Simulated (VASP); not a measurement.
# Hf (Im-3m) in VASP: notebook

Runs on Hf. Level: PBEsol. Tasks: density of states.

Program: VASP 6.6.1. These are calculated values, not measurements. Logs are shortened: lines on timing, memory, paths and dates and some standing lists are left out, and cuts for length are marked.

## 1. The cell of the first run

Symmetry: Im-3m, No. 229, cubic system. Conventional cell: a = 2.573 Å, b = 2.573 Å, c = 2.573 Å, α = 90.00°, β = 90.00°, γ = 90.00°. Within 2.9 Å of Hf (site symmetry m-3m) lie 14 Hf at 2.23 to 2.57 Å.

## 2. Density of states, PBEsol (volume scaled by 0.4)

Contents of POSCAR:

```
Hf
1.0
   -1.2866768835      1.2866768835      1.2866768835
    1.2866768835     -1.2866768835      1.2866768835
    1.2866768835      1.2866768835     -1.2866768835
Hf
1
Direct
    0.0000000000      0.0000000000      0.0000000000
```

Contents of INCAR.step1:

```
SYSTEM = Hf
PREC = Accurate
ENCUT = 520
EDIFF = 1E-6
ISMEAR = -1
SIGMA = 0.08
LREAL = .False.
LASPH = .True.
NELM = 100
ALGO = Normal
ISIF = 2
LWAVE = .False.
LCHARG = .True.
LMAXMIX = 4
GGA = PS
NBANDS = 11
```

Contents of KPOINTS.step1:

```
regular mesh
0
Gamma
  15 15 15
  0 0 0
```

Contents of INCAR.step2:

```
SYSTEM = Hf
PREC = Accurate
ENCUT = 520
EDIFF = 1E-6
ISMEAR = -5
SIGMA = 0.08
LREAL = .False.
LASPH = .True.
NELM = 100
ALGO = Normal
ISIF = 2
LWAVE = .False.
LCHARG = .False.
LMAXMIX = 4
GGA = PS
LORBIT = 10
NEDOS = 2001
ICHARG = 11
```

Contents of KPOINTS.step2:

```
regular mesh
0
Gamma
  23 23 23
  0 0 0
```

Potentials or basis: VASP PAW PBE potentials, release 64 (Hf_pv).

Run with:

```console
cat potpaw_PBE.64/Hf_pv/POTCAR > POTCAR
cp INCAR.step1 INCAR
cp KPOINTS.step1 KPOINTS
mpirun -np 1 vasp_std > vasp.out
cp INCAR.step2 INCAR
cp KPOINTS.step2 KPOINTS
mpirun -np 1 vasp_std > vasp.out
```

OUTCAR:

```text
SYSTEM = Hf
   PREC = Accurate
   ENCUT = 520
   EDIFF = 1E-6
   ISMEAR = -5
   LREAL = .False.
   LASPH = .True.
   NELM = 100
   ISIF = 2
   GGA = PS
   LORBIT = 10
   ICHARG = 11

 ion  position               nearest neighbor table
   1  0.000  0.000  0.000-

  LATTYP: Found a body centered cubic cell.
 ALAT       =     2.5733537670

  Lattice vectors:

 A1 = (  -1.2866768835,   1.2866768835,   1.2866768835)
 A2 = (   1.2866768835,  -1.2866768835,   1.2866768835)
 A3 = (   1.2866768835,   1.2866768835,  -1.2866768835)

Analysis of symmetry for initial positions (statically):
=====================================================================
 Subroutine PRICEL returns:
 Original cell was already a primitive cell.

 Routine SETGRP: Setting up the symmetry group for a
 body centered cubic supercell.

 Subroutine GETGRP returns: Found 48 space group operations
 (whereof 48 operations were pure point group operations)
 out of a pool of 48 trial point group operations.

The static configuration has the point symmetry O_h .

Analysis of symmetry for dynamics (positions and initial velocities):
=====================================================================
 Subroutine PRICEL returns:
 Original cell was already a primitive cell.

 Routine SETGRP: Setting up the symmetry group for a
 body centered cubic supercell.

 Subroutine GETGRP returns: Found 48 space group operations
 (whereof 48 operations were pure point group operations)
 out of a pool of 48 trial point group operations.

The dynamic configuration has the point symmetry O_h .

 Subroutine INISYM returns: Found 48 space group operations
 (whereof 48 operations are pure point group operations),
 and found     1 'primitive' translations

----------------------------------------------------------------------------------------

                                     Primitive cell

  volume of cell :       8.5206

  direct lattice vectors                    reciprocal lattice vectors
    -1.286676883  1.286676883  1.286676883     0.000000000  0.388597951  0.388597951
     1.286676883 -1.286676883  1.286676883     0.388597951  0.000000000  0.388597951
     1.286676883  1.286676883 -1.286676883     0.388597951  0.388597951  0.000000000

  length of vectors
     2.228589735  2.228589735  2.228589735     0.549560492  0.549560492  0.549560492

[... 79 lines left out ...]
   NELM   =    100;   NELMIN=  2; NELMDL=  0     # of ELM steps
   EDIFF  = 0.1E-05   stopping-criterion for ELM
   LREAL  =      F    real-space projection
   EDIFFG = 0.1E-04   stopping-criterion for IOM
   NSW    =      0    number of steps for IOM
   IBRION =     -1    ionic relax: 0-MD 1-quasi-New 2-CG
   NFREE  =      0    steps in history (QN), initial steepest desc. (CG)
   ISIF   =      2    stress and relaxation
   ISYM   =      2    0-nonsym 1-usesym 2-fastsym
   POTIM  = 0.5000    time-step for ionic-motion
   TEBEG  =    0.0;   TEEND  =   0.0 temperature during run
   PSTRESS=    0.0 pullay stress
   NELECT =      10.0000    total number of electrons
   NUPDOWN=      -1.0000    fix difference up-down
   EMIN   =  10.00;   EMAX   =-10.00  energy-range for DOS
   EFERMI =   0.00;   METHOD = LEGACY
   ISMEAR =    -5;   SIGMA  =   0.08  broadening in eV -4-tet -1-fermi 0-gaus
   EFERMI_NEDOS =   21; number of points for ismear=-14 and -15
   IALGO  =     38    algorithm
   IMIX   =      4    mixing-type and parameters
     AMIX     =   0.40;   BMIX     =  1.00
     AMIX_MAG =   1.60;   BMIX_MAG =  1.00
  volume/ion in A,a.u.               =       8.52        57.50
  Fermi-wavevector in a.u.,A,eV,Ry     =   1.726840  3.263254 40.572234  2.981975
  Thomas-Fermi vector in A             =   2.802076
   LORBIT       =     10    0 simple, 1 ext, 2 COOP (PROOUT), +10 PAW based schemes
   GGA     = PS    functional components
   LHFCALC =     F    Hartree Fock is set to
   AEXX    =    0.0000 exact exchange contribution
   IVDW    =     0    specifies the selected vdW correction
   LEPSILON=     F    determine dielectric tensor
   LRPA    =     F    only Hartree local field effects (RPA)
 non-spin polarized calculation
 Fermi weights with tetrahedron method with Bloechl corrections
  energy-cutoff  :      520.00
  volume of cell :        8.52
 maximum number of plane-waves:       237
 NGX is ok and might be reduce to    18

 number of electron      10.0000002 magnetization

 Free energy of the ion-electron system (eV)
  ---------------------------------------------------
  ext. energy  EPLUGINS =         0.00000000
  ---------------------------------------------------
  free energy    TOTEN  =        -0.72828462 eV

  energy without entropy =       -0.72828462  energy(sigma->0) =       -0.72828462

 E-fermi :  13.6911     XC(G=0): -16.6381

 val. band max:       13.9617474554   @ k =   0.2174   0.2174   0.2174
 cond. band min:      13.4125930739   @ k =   0.1304   0.1304   0.0870
 fundamental gap:     -0.5491543815
 Fermi energy:        13.6910969259

 k-point     1 :       0.0000    0.0000    0.0000
  band No.  band energies     occupation
      1     -12.2452      2.00000
      2     -12.2452      2.00000
      3     -12.2452      2.00000
      4       7.3303      2.00000
      5      14.5074      0.00000
      6      14.5074      0.00000
      7      14.5074      0.00000
      8      21.0947      0.00000
      9      21.0947      0.00000
[... 265 lines left out ...]
 k-point    24 :       0.0870    0.0870    0.0000
  band No.  band energies     occupation
      1     -15.0763      2.00000
      2     -12.9082      2.00000
      3     -12.5392      2.00000
      4       9.7222      2.00000
      5      13.2706      2.03316
      6      13.4734      1.21475
      7      17.8073      0.00000
      8      18.8271      0.00000
      9      21.5237      0.00000

 [... further k-points ...]
[... 5 lines left out ...]
  --------------------------------------------------------------------------------------
  -------------------------------------------------------------------------------------
  Total       28.3588414     28.3588414     28.3588414      0.0000000      0.0000000     -0.0000000
  in kB     5332.4964976   5332.4964976   5332.4964976      0.0000000      0.0000000     -0.0000000
  external PRESSURE =    5332.4964976 kB  Pullay stress =       0.0000000 kB

 VOLUME and BASIS-vectors are now :
 -----------------------------------------------------------------------------
  energy-cutoff  :      520.00
  volume of cell :        8.52
      direct lattice vectors                 reciprocal lattice vectors
    -1.286676883  1.286676883  1.286676883     0.000000000  0.388597951  0.388597951
     1.286676883 -1.286676883  1.286676883     0.388597951  0.000000000  0.388597951
     1.286676883  1.286676883 -1.286676883     0.388597951  0.388597951  0.000000000

 POSITION                                       TOTAL-FORCE (eV/Angst)
 -----------------------------------------------------------------------------------
      0.00000      0.00000      0.00000         0.000000     -0.000000      0.000000
 -----------------------------------------------------------------------------------
    total drift:                                0.000000     -0.000000      0.000000

  FREE ENERGIE OF THE ION-ELECTRON SYSTEM (eV)
  ---------------------------------------------------
  free  energy   TOTEN  =        -0.7282846214 eV

  energy  without entropy=       -0.7282846214  energy(sigma->0) =       -0.72828462

 total charge

# of ion       s       p       d       tot
------------------------------------------
    1        0.609   7.038   4.301  11.948
```

OUTCAR.step1:

```text
SYSTEM = Hf
   PREC = Accurate
   ENCUT = 520
   EDIFF = 1E-6
   ISMEAR = -1
   LREAL = .False.
[... 554 lines left out ...]
 -----------------------------------------------------------------------------------
      0.00000      0.00000      0.00000         0.000000     -0.000000     -0.000000
 -----------------------------------------------------------------------------------
    total drift:                                0.000000     -0.000000      0.000000

  FREE ENERGIE OF THE ION-ELECTRON SYSTEM (eV)
  ---------------------------------------------------
  free  energy   TOTEN  =        -0.7214637849 eV

  energy  without entropy=       -0.7149853151  energy(sigma->0) =       -0.71822455
```

It took 30 s on 1 thread of AMD EPYC 7R13 (Zen 3), shared host; peak memory 0.13 GiB.

Levels at points of the mesh, in eV from the Fermi level:
```tsv
k point	band 3	band 4	band 5	band 6	band 7	band 8
(0.00, 0.00, 0.00)	-25.94	-6.36	0.82	0.82	0.82	7.40
```

Caveat: the cell differs from its parent crystal (volume scaled by 0.4); the PAW data sets were made with another functional, which shifts forces and pressure a little; spin-orbit coupling is left out, which moves the levels of the heavy elements; tetrahedron occupations give inexact forces and stress in metals.

## 3. Density of states, PBEsol (volume scaled by 0.7)

Contents of POSCAR:

```
Hf
1.0
   -1.5505371687      1.5505371687      1.5505371687
    1.5505371687     -1.5505371687      1.5505371687
    1.5505371687      1.5505371687     -1.5505371687
Hf
1
Direct
    0.0000000000      0.0000000000      0.0000000000
```

Contents of INCAR.step1:

```
SYSTEM = Hf
  ALGO = Normal
  EDIFF = 1E-6
  ENCUT = 520
  GGA = PS
  ISIF = 2
  ISMEAR = -1
  LASPH = .TRUE.
  LCHARG = .TRUE.
  LMAXMIX = 4
  LREAL = .FALSE.
  LWAVE = .FALSE.
  NBANDS = 11
  NELM = 60
  PREC = Accurate
  SIGMA = 0.08
```

Contents of KPOINTS.step1:

```
k-points
0
G
  15 15 15
  0 0 0
```

Contents of INCAR.step2:

```
SYSTEM = Hf
  ALGO = Normal
  EDIFF = 1E-6
  ENCUT = 520
  GGA = PS
  ICHARG = 11
  ISIF = 2
  ISMEAR = -5
  LASPH = .TRUE.
  LCHARG = .FALSE.
  LMAXMIX = 4
  LORBIT = 10
  LREAL = .FALSE.
  LWAVE = .FALSE.
  NBANDS = 11
  NEDOS = 1001
  NELM = 60
  PREC = Accurate
  SIGMA = 0.08
```

Contents of KPOINTS.step2:

```
k-points
0
G
  23 23 23
  0 0 0
```

Potentials or basis: VASP PAW PBE potentials, release 64 (Hf_pv).

Run with:

```console
cat potpaw_PBE.64/Hf_pv/POTCAR > POTCAR
cp INCAR.step1 INCAR
cp KPOINTS.step1 KPOINTS
mpirun -np 1 vasp_std > vasp.out
cp INCAR.step2 INCAR
cp KPOINTS.step2 KPOINTS
mpirun -np 1 vasp_std > vasp.out
```

OUTCAR:

```text
SYSTEM = Hf
   EDIFF = 1E-6
   ENCUT = 520
   GGA = PS
   ICHARG = 11
   ISIF = 2
   ISMEAR = -5
   LASPH = .TRUE.
   LORBIT = 10
   LREAL = .FALSE.
   NELM = 60
   PREC = Accurate

 ion  position               nearest neighbor table
   1  0.000  0.000  0.000-

  LATTYP: Found a body centered cubic cell.
 ALAT       =     3.1010743374

  Lattice vectors:

 A1 = (  -1.5505371687,   1.5505371687,   1.5505371687)
 A2 = (   1.5505371687,  -1.5505371687,   1.5505371687)
 A3 = (   1.5505371687,   1.5505371687,  -1.5505371687)

Analysis of symmetry for initial positions (statically):
=====================================================================
 Subroutine PRICEL returns:
 Original cell was already a primitive cell.

 Routine SETGRP: Setting up the symmetry group for a
 body centered cubic supercell.

 Subroutine GETGRP returns: Found 48 space group operations
 (whereof 48 operations were pure point group operations)
 out of a pool of 48 trial point group operations.

The static configuration has the point symmetry O_h .

Analysis of symmetry for dynamics (positions and initial velocities):
=====================================================================
 Subroutine PRICEL returns:
 Original cell was already a primitive cell.

 Routine SETGRP: Setting up the symmetry group for a
 body centered cubic supercell.

 Subroutine GETGRP returns: Found 48 space group operations
 (whereof 48 operations were pure point group operations)
 out of a pool of 48 trial point group operations.

The dynamic configuration has the point symmetry O_h .

 Subroutine INISYM returns: Found 48 space group operations
 (whereof 48 operations are pure point group operations),
 and found     1 'primitive' translations

[... 115 lines left out ...]
  volume/ion in A,a.u.               =      14.91       100.62
  Fermi-wavevector in a.u.,A,eV,Ry     =   1.432977  2.707934 27.938530  2.053424
  Thomas-Fermi vector in A             =   2.552546
   LORBIT       =     10    0 simple, 1 ext, 2 COOP (PROOUT), +10 PAW based schemes
   GGA     = PS    functional components
   LHFCALC =     F    Hartree Fock is set to
   AEXX    =    0.0000 exact exchange contribution
   IVDW    =     0    specifies the selected vdW correction
   LEPSILON=     F    determine dielectric tensor
   LRPA    =     F    only Hartree local field effects (RPA)
 non-spin polarized calculation
 Fermi weights with tetrahedron method with Bloechl corrections
  energy-cutoff  :      520.00
  volume of cell :       14.91
 maximum number of plane-waves:       420

 number of electron      10.0000003 magnetization

 Free energy of the ion-electron system (eV)
  ---------------------------------------------------
  ext. energy  EPLUGINS =         0.00000000
  ---------------------------------------------------
  free energy    TOTEN  =        -9.31785676 eV

  energy without entropy =       -9.31785676  energy(sigma->0) =       -9.31785676

 E-fermi :   7.5487     XC(G=0): -13.3897

 val. band max:        7.5682035456   @ k =   0.3043   0.3043   0.0870
 cond. band min:       7.4636590435   @ k =   0.2174   0.2174   0.2174
 fundamental gap:     -0.1045445021
 Fermi energy:         7.5487384268

 k-point     1 :       0.0000    0.0000    0.0000
  band No.  band energies     occupation
      1     -20.6706      2.00000
      2     -20.6706      2.00000
      3     -20.6706      2.00000
      4      -0.5170      2.00000
      5       9.1830      0.00000
      6       9.1830      0.00000
      7       9.1830      0.00000
      8      13.3150      0.00000
      9      13.3150      0.00000
     10      22.0582      0.00000
     11      22.9428      0.00000
[... 309 lines left out ...]
 k-point    24 :       0.0870    0.0870    0.0000
  band No.  band energies     occupation
      1     -21.3480      2.00000
      2     -20.8166      2.00000
      3     -20.7308      2.00000
      4       0.8143      2.00000
      5       8.4101      0.00000
      6       8.5281      0.00000
      7      10.6336      0.00000
      8      12.1176      0.00000
      9      13.5021      0.00000
     10      22.0566      0.00000
     11      23.9812      0.00000

 [... further k-points ...]
[... 5 lines left out ...]
  --------------------------------------------------------------------------------------
  -------------------------------------------------------------------------------------
  Total        6.2252249      6.2252249      6.2252249     -0.0000000      0.0000000      0.0000000
  in kB      668.8967557    668.8967557    668.8967557     -0.0000000      0.0000000      0.0000000
  external PRESSURE =     668.8967557 kB  Pullay stress =       0.0000000 kB

 VOLUME and BASIS-vectors are now :
 -----------------------------------------------------------------------------
  energy-cutoff  :      520.00
  volume of cell :       14.91
      direct lattice vectors                 reciprocal lattice vectors
    -1.550537169  1.550537169  1.550537169     0.000000000  0.322468890  0.322468890
     1.550537169 -1.550537169  1.550537169     0.322468890  0.000000000  0.322468890
     1.550537169  1.550537169 -1.550537169     0.322468890  0.322468890  0.000000000

 POSITION                                       TOTAL-FORCE (eV/Angst)
 -----------------------------------------------------------------------------------
      0.00000      0.00000      0.00000         0.000000     -0.000000      0.000000
 -----------------------------------------------------------------------------------
    total drift:                               -0.000000     -0.000000     -0.000000

  FREE ENERGIE OF THE ION-ELECTRON SYSTEM (eV)
  ---------------------------------------------------
  free  energy   TOTEN  =        -9.3178567635 eV

  energy  without entropy=       -9.3178567635  energy(sigma->0) =       -9.31785676

 total charge

# of ion       s       p       d       tot
------------------------------------------
    1        0.487   6.489   2.360   9.336
```

OSZICAR.step1:

```text
N       E                     dE             d eps       ncg     rms          rms(c)
DAV:   1     0.153285346050E+02    0.15329E+02   -0.58782E+03  2696   0.889E+02
DAV:   2    -0.914574781550E+01   -0.24474E+02   -0.23530E+02  3215   0.167E+02
DAV:   3    -0.953752099811E+01   -0.39177E+00   -0.38989E+00  3152   0.146E+01
DAV:   4    -0.953815563933E+01   -0.63464E-03   -0.63461E-03  2930   0.720E-01
DAV:   5    -0.953815674246E+01   -0.11031E-05   -0.11030E-05  3077   0.278E-02    0.547E+01
DAV:   6    -0.938874828299E+01    0.14941E+00   -0.10039E-01  2946   0.237E+00    0.325E+01
DAV:   7    -0.932944354458E+01    0.59305E-01   -0.15228E-01  2961   0.285E+00    0.139E+00
DAV:   8    -0.932767082803E+01    0.17727E-02   -0.72156E-03  2820   0.675E-01    0.683E-02
DAV:   9    -0.932768280224E+01   -0.11974E-04   -0.67809E-05  3049   0.830E-02    0.349E-02
DAV:  10    -0.932768257488E+01    0.22735E-06   -0.53174E-06  2874   0.186E-02
   1 F= -.93276826E+01 E0= -.93196963E+01  d E =-.159726E-01
```

Run time: 40 s. Hardware: 1 thread of AMD EPYC 7R13 (Zen 3), shared host; peak memory 0.16 GiB.

What came out:

```
Valence electrons inside the program's atomic spheres : Hf 9.34
```

Levels at points of the mesh, in eV from the Fermi level:
| k point | band 1 | band 2 | band 3 | band 4 | band 5 | band 6 | band 7 | band 8 | band 9 | band 10 |
| --- | --- | --- | --- | --- | --- | --- | --- | --- | --- | --- |
| (0.00, 0.00, 0.00) | -28.22 | -28.22 | -28.22 | -8.07 | 1.63 | 1.63 | 1.63 | 5.77 | 5.77 | 14.51 |

Caveat: the cell differs from its parent crystal (volume scaled by 0.7); the PAW data sets were made with another functional, which shifts forces and pressure a little; spin-orbit coupling is left out, which moves the levels of the heavy elements; tetrahedron occupations give inexact forces and stress in metals.

## 4. Density of states, PBEsol

This run uses another cell than the first one, of 21.30 Å³/atom, 2.500 times its volume.

Contents of POSCAR:

```
Hf
1.0
   -1.7462891998      1.7462891998      1.7462891998
    1.7462891998     -1.7462891998      1.7462891998
    1.7462891998      1.7462891998     -1.7462891998
Hf
1
Direct
    0.0000000000      0.0000000000      0.0000000000
```

Contents of INCAR.step1:

```
PREC = Accurate ; ENCUT = 520
EDIFF = 1E-7 ; ISMEAR = -1
SIGMA = 0.08 ; LREAL = F
LASPH = T ; NELM = 100
ALGO = Normal ; ISIF = 2
LWAVE = F ; LCHARG = T
LMAXMIX = 4 ; GGA = PS
NBANDS = 11
```

Contents of KPOINTS.step1:

```
regular mesh
0
Gamma
  15 15 15
```

Contents of INCAR.step2:

```
PREC = Accurate ; ENCUT = 520
EDIFF = 1E-7 ; ISMEAR = -5
SIGMA = 0.08 ; LREAL = F
LASPH = T ; NELM = 100
ALGO = Normal ; ISIF = 2
LWAVE = F ; LCHARG = F
LMAXMIX = 4 ; GGA = PS
LORBIT = 11 ; NEDOS = 1001
ICHARG = 11
```

Contents of KPOINTS.step2:

```
regular mesh
0
Gamma
  23 23 23
```

Run with:

```console
cat potpaw_PBE.64/Hf_pv/POTCAR > POTCAR
cp INCAR.step1 INCAR
cp KPOINTS.step1 KPOINTS
mpirun -np 1 vasp_std > vasp.out
cp INCAR.step2 INCAR
cp KPOINTS.step2 KPOINTS
mpirun -np 1 vasp_std > vasp.out
```

It took 72 s on 1 thread of AMD EPYC 7R13 (Zen 3), shared host; peak memory 0.18 GiB.

It converged, with:

```yaml
Valence_electrons_inside_the_program's_atomic_spheres: Hf 8.43
```

Levels at points of the mesh, in eV from the Fermi level:
```tsv
k point	band 1	band 2	band 3	band 4	band 5	band 6	band 7	band 8	band 9
(0.00, 0.00, 0.00)	-29.57	-29.57	-29.57	-7.19	1.56	1.56	1.56	4.50	4.50
```

Caveat: the PAW data sets were made with another functional, which shifts forces and pressure a little; spin-orbit coupling is left out, which moves the levels of the heavy elements; tetrahedron occupations give inexact forces and stress in metals.
